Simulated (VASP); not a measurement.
# K2BaH3 (P-3m1) in VASP: further runs

Runs on K2BaH3. Level: PBE. Tasks: relaxation of cell and atoms, single point.

Program: VASP 6.6.1. These are calculated values, not measurements. Logs are shortened: lines on timing, memory, paths and dates and some standing lists are left out, and cuts for length are marked.

### Step 1. The cell of the first run

It takes space group P-3m1 (No. 164, trigonal). Conventional cell: a = 4.774 Å, b = 4.774 Å, c = 7.660 Å, α = 90.00°, β = 90.00°, γ = 120.00°. K (site symmetry 3m) has 7 H at 2.86 to 3.33 Å and 3 Ba at 3.38 Å within 3.8 Å. Ba (site symmetry -3m) has 6 K at 3.38 Å and 8 H at 3.83 to 3.87 Å within 4.4 Å. H (site symmetry 3m) has 4 K at 2.86 to 2.99 Å and 6 H at 2.97 to 3.55 Å and 3 Ba at 3.87 Å within 3.9 Å. H (site symmetry -3m) has 6 H at 2.97 Å and 6 K at 3.33 Å and 2 Ba at 3.83 Å within 3.9 Å.

The cell was generated, and may not be a known phase.

### Step 2. Relaxation of cell and atoms, PBE

INCAR

```
SYSTEM = K2BaH3
PREC = Accurate
ENCUT = 600
EDIFF = 1E-7
ISMEAR = 0
SIGMA = 0.1
LREAL = .FALSE.
LASPH = .TRUE.
NELM = 80
ALGO = Normal
ISIF = 3
LWAVE = .FALSE.
LCHARG = .FALSE.
GGA = PE
IBRION = 2
NSW = 90
EDIFFG = -0.04
```

KPOINTS

```
regular mesh
0
G
  6 6 2
  0 0 0
```

POSCAR

```
K2BaH3
1.0
    4.7735591800      0.0000000000      0.0000000000
   -2.3867795900      4.1340235100      0.0000000000
    0.0000000000      0.0000000000      7.6595260700
K Ba H
2 1 3
Direct
    0.3333333300      0.6666666700      0.2557500000
    0.6666666700      0.3333333300      0.7442500000
    0.0000000000      0.0000000000      0.0000000000
    0.3333333300      0.6666666700      0.6460000300
    0.6666666700      0.3333333300      0.3539999700
    0.0000000000      0.0000000000      0.5000000000
```

Potentials or basis: VASP PAW PBE potentials, release 64 (K_sv, Ba_sv, H).

The run is started by

```console
cat potpaw_PBE.64/K_sv/POTCAR potpaw_PBE.64/Ba_sv/POTCAR potpaw_PBE.64/H/POTCAR > POTCAR
mpirun -np 1 vasp_std > vasp.out
```

OUTCAR:

```text
SYSTEM = K2BaH3
   PREC = Accurate
   ENCUT = 600
   EDIFF = 1E-7
   ISMEAR = 0
   LREAL = .FALSE.
   LASPH = .TRUE.
   NELM = 80
   ISIF = 3
   GGA = PE
   IBRION = 2
   NSW = 90
   EDIFFG = -0.04

 ion  position               nearest neighbor table
   1  0.333  0.667  0.256-   3 3.38   3 3.38   3 3.38
   2  0.667  0.333  0.744-   3 3.38   3 3.38   3 3.38
   3  0.000  0.000  0.000-   1 3.38   2 3.38   1 3.38   2 3.38   2 3.38   1 3.38
   4  0.333  0.667  0.646-
   5  0.667  0.333  0.354-
   6  0.000  0.000  0.500-

  LATTYP: Found a hexagonal cell.
 ALAT       =     4.7735591800
 C/A-ratio  =     1.6045733972

  Lattice vectors:

 A1 = (   4.7735591800,   0.0000000000,   0.0000000000)
 A2 = (  -2.3867795900,   4.1340235100,   0.0000000000)
 A3 = (   0.0000000000,   0.0000000000,   7.6595260700)

Analysis of symmetry for initial positions (statically):
=====================================================================
 Subroutine PRICEL returns:
 Original cell was already a primitive cell.

 Routine SETGRP: Setting up the symmetry group for a
 hexagonal supercell.

 Subroutine GETGRP returns: Found 12 space group operations
 (whereof 12 operations were pure point group operations)
 out of a pool of 24 trial point group operations.

The static configuration has the point symmetry D_3d.

Analysis of symmetry for dynamics (positions and initial velocities):
=====================================================================
 Subroutine PRICEL returns:
 Original cell was already a primitive cell.

 Routine SETGRP: Setting up the symmetry group for a
 hexagonal supercell.

 Subroutine GETGRP returns: Found 12 space group operations
 (whereof 12 operations were pure point group operations)
 out of a pool of 24 trial point group operations.

The dynamic configuration has the point symmetry D_3d.

 Subroutine INISYM returns: Found 12 space group operations
 (whereof 12 operations are pure point group operations),
 and found     1 'primitive' translations

----------------------------------------------------------------------------------------

                                     Primitive cell

  volume of cell :     151.1531

  direct lattice vectors                    reciprocal lattice vectors
     4.773559180  0.000000000  0.000000000     0.209487295  0.120947546  0.000000000
    -2.386779590  4.134023510  0.000000000     0.000000000  0.241895093  0.000000000
     0.000000000  0.000000000  7.659526070     0.000000000  0.000000000  0.130556380

  length of vectors
     4.773559180  4.773559175  7.659526070     0.241895092  0.241895093  0.130556380

  position of ions in fractional coordinates (direct lattice)
     0.333333330  0.666666670  0.255750000
     0.666666670  0.333333330  0.744250000
     0.000000000  0.000000000  0.000000000
     0.333333330  0.666666670  0.646000030
     0.666666670  0.333333330  0.353999970
     0.000000000  0.000000000  0.500000000

  ion indices of the primitive-cell ions
   primitive index   ion index
                 1           1
                 2           2
                 3           3
                 4           4
                 5           5
                 6           6

----------------------------------------------------------------------------------------

 KPOINTS: regular mesh

Automatic generation of k-mesh.
 Grid dimensions read from file:
 generate k-points for:    6    6    2

 Generating k-lattice:

  Cartesian coordinates                     Fractional coordinates (reciprocal lattice)
     0.034914549  0.020157924  0.000000000     0.166666667 -0.000000000  0.000000000
     0.000000000  0.040315849  0.000000000     0.000000000  0.166666667  0.000000000
     0.000000000  0.000000000  0.065278190     0.000000000  0.000000000  0.500000000

  Length of vectors
     0.040315849  0.040315849  0.065278190

  Shift w.r.t. Gamma in fractional coordinates (k-lattice)
     0.000000000  0.000000000  0.000000000

 Subroutine IBZKPT returns following result:
 ===========================================

[... 41 lines left out ...]
   IMIX   =      4    mixing-type and parameters
     AMIX     =   0.40;   BMIX     =  1.00
     AMIX_MAG =   1.60;   BMIX_MAG =  1.00
  volume/ion in A,a.u.               =      25.19       170.01
  Fermi-wavevector in a.u.,A,eV,Ry     =   0.965435  1.824407 12.681509  0.932065
  Thomas-Fermi vector in A             =   2.095151
   LORBIT       =      0    0 simple, 1 ext, 2 COOP (PROOUT), +10 PAW based schemes
   GGA     = PE    functional components
   LHFCALC =     F    Hartree Fock is set to
   AEXX    =    0.0000 exact exchange contribution
   IVDW    =     0    specifies the selected vdW correction
   LEPSILON=     F    determine dielectric tensor
   LRPA    =     F    only Hartree local field effects (RPA)
 conjugate gradient relaxation of ions
 non-spin polarized calculation
 Gauss-broadening in eV      SIGMA  =   0.10
  energy-cutoff  :      600.00
  volume of cell :      151.15
 maximum number of plane-waves:      5095
 NGX is ok and might be reduce to    40
   NGX = 19   NGY = 19   NGZ = 31

--------------------------------------- Ionic step        1  -------------------------------------------

 number of electron      30.9999999 magnetization

 Free energy of the ion-electron system (eV)
  ---------------------------------------------------
  ext. energy  EPLUGINS =         0.00000000
  ---------------------------------------------------
  free energy    TOTEN  =       -10.72613211 eV

  energy without entropy =      -10.71415872  energy(sigma->0) =      -10.72014541

------------------------ aborting loop because EDIFF is reached ----------------------------------------

  FORCE on cell =-STRESS in cart. coord.  units (eV):
  Direction    XX          YY          ZZ          XY          YZ          ZX
  --------------------------------------------------------------------------------------
  -------------------------------------------------------------------------------------
  Total        0.9026216      0.9026216     -3.2695550     -0.0000000      0.0000000     -0.0000000
  in kB        9.5675154      9.5675154    -34.6562908     -0.0000000      0.0000000     -0.0000000
  external PRESSURE =      -5.1737533 kB  Pullay stress =       0.0000000 kB
[... 101 lines left out ...]
  FREE ENERGIE OF THE ION-ELECTRON SYSTEM (eV)
  ---------------------------------------------------
  free  energy   TOTEN  =       -12.8070936538 eV

  energy  without entropy=      -12.8005230020  energy(sigma->0) =      -12.80380833

[... ionic steps 4 to 27 ...]

--------------------------------------- Ionic step       28  -------------------------------------------

 number of electron      31.0000000 magnetization

------------------------ aborting loop because EDIFF is reached ----------------------------------------

  FORCE on cell =-STRESS in cart. coord.  units (eV):
  Direction    XX          YY          ZZ          XY          YZ          ZX
  --------------------------------------------------------------------------------------
  -------------------------------------------------------------------------------------
  Total        0.2723498      0.2723498      0.1795112      0.0000000     -0.0000000      0.0000000
  in kB        3.0752615      3.0752615      2.0269663      0.0000000     -0.0000000      0.0000000
  external PRESSURE =       2.7258298 kB  Pullay stress =       0.0000000 kB
[... 65 lines left out ...]
  energy  without entropy=      -15.2422724693  energy(sigma->0) =      -15.25584054

--------------------------------------- Ionic step       30  -------------------------------------------

 number of electron      30.9999999 magnetization

 Free energy of the ion-electron system (eV)
  ---------------------------------------------------
  ext. energy  EPLUGINS =         0.00000000
  ---------------------------------------------------
  free energy    TOTEN  =       -15.27985847 eV

  energy without entropy =      -15.25230606  energy(sigma->0) =      -15.26608226

 E-fermi :   1.9119     XC(G=0):  -7.6205

 val. band max:        1.8874339445   @ k =   0.0000   0.0000   0.0000
 cond. band min:       1.9226084605   @ k =   0.3333   0.1667   0.0000
 fundamental gap:      0.0351745160
 Fermi energy:         1.9118533952

 k-point     1 :       0.0000    0.0000    0.0000
  band No.  band energies     occupation
      1     -30.1091      2.00000
      2     -30.0936      2.00000
      3     -26.7691      2.00000
      4     -13.6970      2.00000
      5     -13.5570      2.00000
      6     -13.5129      2.00000
[... 11 lines left out ...]
     18       3.9750      0.00000
     19       3.9750      0.00000
[... 317 lines left out ...]
  FREE ENERGIE OF THE ION-ELECTRON SYSTEM (eV)
  ---------------------------------------------------
  free  energy   TOTEN  =       -15.2798584704 eV

  energy  without entropy=      -15.2523060580  energy(sigma->0) =      -15.26608226

 reached required accuracy - stopping structural energy minimisation
```

Run time: 18 min. Hardware: 1 thread of Oxide Virtual Turin-like, shared host; peak memory 0.33 GiB.

Results:

- Free energy: -15.2799 eV
- Relaxed volume: 23.79 Å³/atom
- Relaxed cell: a = 4.032 Å, b = 4.032 Å, c = 10.142 Å, α = 90.00°, β = 90.00°, γ = 120.00°
- Space group after relaxing (to 0.1 Å): P-3m1 (No. 164)
- Energy gained by relaxing: 759.0 meV/atom
- Ionic steps: 30
- Pressure after relaxing: 0.2 GPa
- Largest force after relaxing: 0.034 eV/Å
- Band gap on the k mesh: zero (an odd number of electrons rules out a gap without spin polarisation)

Forces in eV/Å, atoms in the order of the input:
```
K    0.000  0.000  0.034
K    0.000  0.000 -0.034
Ba   0.000  0.000  0.000
H    0.000  0.000 -0.029
H    0.000  0.000  0.029
H    0.000  0.000  0.000
```

Stress tensor (GPa, compression positive):
```
0.24 0.00 0.00
0.00 0.24 0.00
0.00 0.00 0.06
```

The path:
```csv
step,energy change (eV),largest force (eV/Å),pressure (GPa),volume (Å³)
1,0.0000,2.2087,-0.52,151.15
2,-0.6259,2.0175,-0.71,149.32
3,-2.0810,1.1342,-0.63,143.23
4,-0.7169,4.3909,6.80,128.18
5,-2.2924,1.1329,-0.01,139.53
6,-2.2804,1.9531,2.11,134.11
7,-2.4103,1.4223,0.82,136.87
8,-2.9112,0.9028,-0.28,140.57
9,-3.5036,0.3742,-1.56,148.67
10,-3.1299,0.7006,-1.45,164.43
11,-3.5939,0.2701,-1.86,154.65
12,-3.6144,0.1634,-1.82,152.74
13,-3.7613,0.3910,0.36,132.70
14,-3.7626,0.3663,0.13,134.24
15,-3.8288,0.3101,0.28,133.04
16,-3.9991,0.0406,1.13,128.87
17,-3.7620,1.1498,4.71,118.36
18,-4.0262,0.3179,1.90,126.25
19,-4.0491,0.3485,1.87,126.83
20,-4.1131,0.4455,1.82,128.50
21,-4.2041,0.6601,1.69,131.41
22,-4.1061,1.1466,1.53,135.64
23,-4.2019,0.8721,1.62,133.28
24,-4.3045,0.7813,0.98,137.48
25,-4.4236,0.5364,-0.58,149.97
26,-4.4245,0.5581,-0.45,148.67
27,-4.4648,0.4760,-0.29,146.95
28,-4.5365,0.2168,0.27,141.89
29,-4.5433,0.0953,0.58,139.69
30,-4.5537,0.0336,0.18,142.77
```

Final structure:
```cif
data_structure
_symmetry_space_group_name_H-M 'P 1'
_symmetry_Int_Tables_number 1
_cell_length_a 4.0318
_cell_length_b 4.0318
_cell_length_c 10.1416
_cell_angle_alpha 90.000
_cell_angle_beta 90.000
_cell_angle_gamma 120.000
_cell_volume 142.77
loop_
_atom_site_label
_atom_site_type_symbol
_atom_site_fract_x
_atom_site_fract_y
_atom_site_fract_z
_atom_site_occupancy
K1 K 0.33333 0.66667 0.33799 1
K2 K 0.66667 0.33333 0.66201 1
Ba1 Ba 0.00000 0.00000 0.00000 1
H1 H 0.33333 0.66667 0.83942 1
H2 H 0.66667 0.33333 0.16058 1
H3 H 0.00000 0.00000 0.50000 1
```

Caveat: the k points lie up to 0.31 Å⁻¹ apart in the final cell, too coarse for converged energies and pressures of a metal; a cell axis changed by over 15 % at a fixed basis, so the end point is rough; spin-orbit coupling is left out, which moves the levels of the heavy elements.

### Step 3. Single point, PBE

This run uses another cell than the first one, of 23.83 Å³/atom.

INCAR

```
PREC = Accurate
ENCUT = 520
EDIFF = 1E-6
ISMEAR = 0
SIGMA = 0.1
LREAL = F
LASPH = T
NELM = 100
ALGO = Fast
ISIF = 2
LWAVE = F
LCHARG = F
GGA = PE
NBANDS = 24
```

KPOINTS

```
regular mesh
0
Gamma
  12 12 4
```

POSCAR

```
K2BaH3
1.0
    4.0229716753      0.0000000000      0.0000000000
   -2.0114858376      3.4839956696      0.0000000000
    0.0000000000      0.0000000000     10.2009080166
K Ba H
2 1 3
Direct
    0.3333333333      0.6666666667      0.3391162592
    0.6666666667      0.3333333333      0.6608837408
    0.0000000000      0.0000000000      0.0000000000
    0.3333333333      0.6666666667      0.8380549567
    0.6666666667      0.3333333333      0.1619450433
    0.0000000000      0.0000000000      0.5000000000
```

Potentials or basis: VASP PAW PBE potentials, release 64 (K_sv, Ba_sv, H).

The run is started by

```console
cat potpaw_PBE.64/K_sv/POTCAR potpaw_PBE.64/Ba_sv/POTCAR potpaw_PBE.64/H/POTCAR > POTCAR
mpirun -np 1 vasp_std > vasp.out
```

Wall time 5.5 min (1 thread of Oxide Virtual Turin-like, shared host); peak memory 0.38 GiB.

Results (log left out):

```yaml
Free_energy: -15.3232 eV
Pressure: 0.1 GPa
Largest_force: 0.021 eV/Å
Band_gap_on_the_k_mesh: zero (an odd number of electrons rules out a gap without spin polarisation)
```

Forces on the atoms (eV/Å):
```
K    0.000  0.000  0.001
K    0.000  0.000 -0.001
Ba   0.000  0.000  0.000
H    0.000  0.000 -0.021
H    0.000  0.000  0.021
H    0.000  0.000  0.000
```

Levels at points of the mesh, in eV from the Fermi level:
| k point | band 12 | band 13 | band 14 | band 15 | band 16 | band 17 | band 18 | band 19 | band 20 | band 21 |
| --- | --- | --- | --- | --- | --- | --- | --- | --- | --- | --- |
| (0.00, 0.00, 0.00) | -13.57 | -5.15 | -3.92 | -3.64 | -0.18 | 0.92 | 1.94 | 1.94 | 3.49 | 3.64 |
| (0.50, 0.00, 0.00) | -13.78 | -4.17 | -3.32 | -3.12 | -0.71 | 0.80 | 0.89 | 2.31 | 2.34 | 2.64 |
| (0.00, 0.00, 0.50) | -13.57 | -4.89 | -4.58 | -3.13 | -0.65 | 1.81 | 1.94 | 1.94 | 2.79 | 3.65 |
| (0.50, 0.00, 0.50) | -13.78 | -4.16 | -3.39 | -3.04 | -0.81 | 0.61 | 1.49 | 1.94 | 2.54 | 2.60 |

Caveat: spin-orbit coupling is left out, which moves the levels of the heavy elements.

### Step 4. Relaxation of cell and atoms, PBE

This run uses another cell than the first one, of 23.91 Å³/atom.

INCAR

```
SYSTEM = K2BaH3
PREC = Accurate
ENCUT = 600
EDIFF = 1E-6
ISMEAR = 0
SIGMA = 0.1
LREAL = .FALSE.
LASPH = .TRUE.
NELM = 80
ALGO = Fast
ISIF = 3
LWAVE = .FALSE.
LCHARG = .FALSE.
GGA = PE
IBRION = 2
NSW = 100
EDIFFG = -0.01
```

KPOINTS

```
Automatic mesh
0
G
  12 12 4
  0 0 0
```

POSCAR

```
K2BaH3
1.0
    4.0582776731      0.0000000000      0.0000000000
   -2.0291388365      3.5145715605      0.0000000000
    0.0000000000      0.0000000000     10.0570127034
K Ba H
2 1 3
Direct
    0.3333333333      0.6666666667      0.3394295293
    0.6666666667      0.3333333333      0.6605704707
    0.0000000000      0.0000000000      0.0000000000
    0.3333333333      0.6666666667      0.8403079223
    0.6666666667      0.3333333333      0.1596920777
    0.0000000000      0.0000000000      0.5000000000
```

The run is started by

```console
cat potpaw_PBE.64/K_sv/POTCAR potpaw_PBE.64/Ba_sv/POTCAR potpaw_PBE.64/H/POTCAR > POTCAR
mpirun -np 1 vasp_std > vasp.out
```

Run time: 21 min. Hardware: 1 thread of Oxide Virtual Turin-like, shared host; peak memory 0.44 GiB.

The run converged. Its results:

```yaml
Free_energy: -15.3250 eV
Relaxed_volume: 23.99 Å³/atom
Relaxed_cell: a = 4.032 Å, b = 4.032 Å, c = 10.225 Å, α = 90.00°, β = 90.00°, γ = 120.00°
Space_group_after_relaxing_to_0.1_Å: P-3m1 (No. 164)
Energy_gained_by_relaxing: 0.9 meV/atom
Ionic_steps: 10
Pressure_after_relaxing: 0.0 GPa
Largest_force_after_relaxing: 0.008 eV/Å
Band_gap_on_the_k_mesh: zero (an odd number of electrons rules out a gap without spin polarisation)
```

Forces in eV/Å, atoms in the order of the input:
```
K    0.000  0.000  0.008
K    0.000  0.000 -0.008
Ba   0.000  0.000  0.000
H    0.000  0.000 -0.006
H    0.000  0.000  0.006
H    0.000  0.000  0.000
```

Step by step:
```csv
step,energy change (eV),largest force (eV/Å),pressure (GPa),volume (Å³)
1,0.0000,0.0413,0.13,143.44
2,-0.0014,0.0364,0.07,143.83
3,-0.0034,0.0291,-0.02,144.60
4,-0.0035,0.0142,-0.21,146.14
5,-0.0040,0.0205,-0.12,145.40
6,-0.0046,0.0217,-0.07,144.88
7,-0.0048,0.0225,-0.01,144.32
8,-0.0049,0.0227,0.00,144.17
9,-0.0050,0.0184,0.01,144.11
10,-0.0052,0.0084,0.01,143.92
```

Final structure:
```xyz
6
Lattice="4.0315 0.0000 0.0000 -2.0158 3.4914 0.0000 0.0000 0.0000 10.2252" Properties=species:S:1:pos:R:3 pbc="T T T"
K     0.0000    2.3276    3.4658
K     2.0158    1.1638    6.7594
Ba   -2.0158    3.4914   10.2252
H     0.0000    2.3276    8.5639
H     2.0158    1.1638    1.6612
H     0.0000    0.0000    5.1126
```

Levels at points of the mesh, in eV from the Fermi level:
```
           k point  band 14  band 15  band 16  band 17  band 18  band 19
(0.00, 0.00, 0.00)    -3.90    -3.64    -0.19     0.93     1.93     1.93
(0.50, 0.00, 0.00)    -3.29    -3.12    -0.70     0.80     0.89     2.32
(0.00, 0.00, 0.50)    -4.56    -3.13    -0.65     1.82     1.93     1.93
(0.50, 0.00, 0.50)    -3.37    -3.04    -0.80     0.62     1.49     1.93
```

Caveat: spin-orbit coupling is left out, which moves the levels of the heavy elements.

### Step 5. Overview

```csv
task,cell,k mesh,cutoff (eV),gap on the mesh (eV),pressure (GPa),relaxed volume (Å³/atom),largest force (eV/Å)
relaxation of cell and atoms,"relaxed from a = 4.774, b = 4.774, c = 7.660 Å, angles 90.0, 90.0, 120.0°, 6 atoms, atomic positions A",6 × 6 × 2,600,none,0.2,23.79,0.03
single point,"a = 4.023, b = 4.023, c = 10.201 Å, angles 90.0, 90.0, 120.0°, 6 atoms, atomic positions B",12 × 12 × 4,520,none,0.1,-,0.02
relaxation of cell and atoms,"relaxed from a = 4.058, b = 4.058, c = 10.057 Å, angles 90.0, 90.0, 120.0°, 6 atoms, atomic positions C",12 × 12 × 4,600,none,0.0,23.99,0.01
```

Alike in all rows: level PBE; potentials or basis VASP PAW PBE potentials, release 64 (K_sv, Ba_sv, H); no spin polarisation; smearing gaussian 0.1 eV.

Caveats: some runs use coarse meshes; spin-orbit coupling is left out, which moves the levels of the heavy elements; a cell axis changed by over 15 % at a fixed basis, so the end point is rough (at least some runs).

Absolute energies hang on the potentials; compare differences alone.

The gap in the log of VASP goes by the Fermi energy; the results here count the filled bands.